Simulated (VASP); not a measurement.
A run of VASP 6.6.1 is set up as follows.

INCAR

```
ALGO = Normal
EDIFF = 1E-6
ENCUT = 750
GGA = PE
GGA_COMPAT = False
ISIF = 2
ISMEAR = 0
LASPH = True
LCHARG = False
LREAL = False
LWAVE = False
NBANDS = 18
NELM = 120
PREC = Accurate
SIGMA = 0.01
```

KPOINTS

```
k-points
0
Gamma
  4 4 2
```

File POSCAR:

```
Li2IF
1.0
    3.9521760471      0.0000000000      0.0000000000
    0.0000000000      3.9521760471      0.0000000000
    0.0000000000      0.0000000000      5.2624212039
F Li I
1 2 1
Direct
    0.0000000000      0.0000000000      0.0000000000
    0.0000000000      0.0000000000      0.5000000000
    0.5000000000      0.5000000000      0.0000000000
    0.5000000000      0.5000000000      0.5000000000
```

Potentials or basis: VASP PAW PBE potentials, release 64 (F, Li_sv, I).

Command:

```bash
$ cat potpaw_PBE.64/F/POTCAR potpaw_PBE.64/Li_sv/POTCAR potpaw_PBE.64/I/POTCAR > POTCAR
$ mpirun -np 1 vasp_std > vasp.out
```

(1) What does it give for the band gap on the k mesh?

(2) What does it give for the pressure?

Results:

(1) 4.35 eV.

(2) -0.8 GPa.

Caveat: the k points lie up to 0.60 Å⁻¹ apart; spin-orbit coupling is left out, which moves the levels of the heavy elements.
